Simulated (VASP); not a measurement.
TiC, 8 atoms in the cell. The structure is hexagonal, space group P6_3/mmc (No. 194). Conventional cell: a = 3.099 Å, b = 3.099 Å, c = 9.800 Å, α = 90.00°, β = 90.00°, γ = 120.00°. Within 2.9 Å of Ti (site symmetry -6m2) lie 6 C at 2.17 Å. Within 2.9 Å of Ti (site symmetry -3m) lie 6 C at 2.17 Å. Within 2.9 Å of C (site symmetry 3m) lie 6 Ti at 2.17 Å and 1 C at 2.46 Å. 

```yaml
Program: VASP 6.6.1
Task: elastic constants
Functional: PBE
Potentials_or_basis: VASP PAW PBE potentials, release 64 (Ti_sv, C)
Cutoff: 600 eV
k_mesh: 12 × 12 × 4
Occupations: fermi-dirac, width 0.15 eV
Spin: no spin polarisation
Dipole_correction: no
Ions_in_elastic_constants: relaxed
Further_INCAR_settings: ALGO = Normal; EDIFF = 1e-08; IBRION = 6; POTIM = 0.015; NSW = 1; ISIF = 3
```

Potentials or basis: VASP PAW PBE potentials, release 64 (Ti_sv, C).

Command:

```bash
$ cat potpaw_PBE.64/Ti_sv/POTCAR potpaw_PBE.64/C/POTCAR > POTCAR
$ mpirun -np 4 vasp_std > vasp.out
```

Hardware: 4 MPI ranks on Intel(R) Xeon(R) 6975P-C (Granite Rapids), on a shared host.

Problem. How long does it take, and how much memory?

Solution. It took 32 min on 4 MPI ranks on Intel(R) Xeon(R) 6975P-C (Granite Rapids), on a shared host, peak memory 1.4 GiB a rank. Counts: scf iterations 337, k points 57.
